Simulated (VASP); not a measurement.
A run of VASP 6.6.1 is set up as follows.

INCAR

```
SYSTEM = Cd2HgTe3
PREC     = Accurate       ! precision mode
ENCUT    = 520            ! plane-wave cutoff, eV
EDIFF    = 1E-6           ! SCF threshold, eV
ISMEAR   = 0              ! smearing method
SIGMA    = 0.2            ! smearing width, eV
LREAL    = .FALSE.        ! projectors in reciprocal space
LASPH    = .TRUE.         ! aspherical terms in the spheres
NELM     = 80             ! most SCF steps
ALGO     = Fast           ! electronic algorithm
ISIF     = 2              ! what is computed and relaxed
LWAVE    = .FALSE.        ! write WAVECAR
LCHARG   = .FALSE.        ! write CHGCAR
GGA      = PE             ! functional
NBANDS   = 66             ! bands
```

Contents of KPOINTS:

```
regular mesh
0
G
  6 4 6
  0 0 0
```

Contents of POSCAR:

```
Cd2HgTe3
1.0
    4.6923300000      0.0000000000      0.0000000000
    0.0000000000     -9.3846600000      0.0000000000
   -2.3461650000      2.3461650000     -9.9333700000
Cd Hg Te
4 2 6
Direct
    0.3331440000      0.6665720000      0.6662880000
    0.3331440000      0.1665720000      0.6662880000
    0.6668560000      0.8334280000      0.3337120000
    0.6668560000      0.3334280000      0.3337120000
    0.0000000000      0.0000000000      0.0000000000
    0.0000000000      0.5000000000      0.0000000000
    0.9160510000      0.7080255000      0.8321020000
    0.9160510000      0.2080255000      0.8321020000
    0.2500000000      0.8750000000      0.5000000000
    0.2500000000      0.3750000000      0.5000000000
    0.5839490000      0.5419745000      0.1678980000
    0.5839490000      0.0419745000      0.1678980000
```

Potentials or basis: VASP PAW PBE potentials, release 64 (Cd, Hg, Te).

Command:

```console
$ cat potpaw_PBE.64/Cd/POTCAR potpaw_PBE.64/Hg/POTCAR potpaw_PBE.64/Te/POTCAR > POTCAR
$ mpirun -np 1 vasp_std > vasp.out
```

**Question.** Predict the pressure.

**Answer.** 0.1 GPa.
